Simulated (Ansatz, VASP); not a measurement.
**Two plane-wave programs on Al2Cu**

```
Al Cu
1.0
    -3.11635    3.11635    2.36555
     3.11635   -3.11635    2.36555
     3.11635    3.11635   -2.36555
Al Cu
4 2
Cartesian
  4.1094 0.9930 0.0000
  2.1233 0.9930 2.3655
  -0.9930 2.1233 2.3655
  0.9930 2.1233 0.0000
  0.0000 0.0000 3.5483
  0.0000 0.0000 1.1828
```

Alike in both runs: task single point; functional PBEsol; k mesh 10 × 10 × 10; occupations gaussian, width 0.15 eV; no spin polarisation.

|  | VASP | Ansatz |
| --- | --- | --- |
| version | VASP 6.6.1 | Ansatz 0.2.0 |
| potentials or method | VASP PAW PBE potentials, release 64 (Al, Cu), cutoff 520 eV | scalar-relativistic, plane waves, PAW |
| valence electrons in the cell | 34 | 50 |

Ansatz gave:

- gap on the k mesh at the Fermi level (eV): none
- pressure (GPa): -5.3
- traceless stress, the component that is largest in VASP (GPa): 5.32
- rms of the force components (eV/Å): 0.048

Q: What did VASP give for the same quantities?

A: gap on the k mesh at the Fermi level (eV): none; pressure (GPa): -5.1; traceless stress, the component that is largest in VASP (GPa): 5.33; rms of the force components (eV/Å): 0.050.

VASP's potentials were made for PBE, not for PBEsol, and Ansatz warns of the same on its side. Atom by atom the forces differ by 0.002 eV/Å (rms over components). A gap of «none» marks a metal or a gap that the smearing closes. The functional is the same, so the differences come from potentials, cutoffs and numerics. VASP's potentials hold 34 valence electrons a cell and Ansatz's 50, so a difference there can come from the potentials and not from the codes.
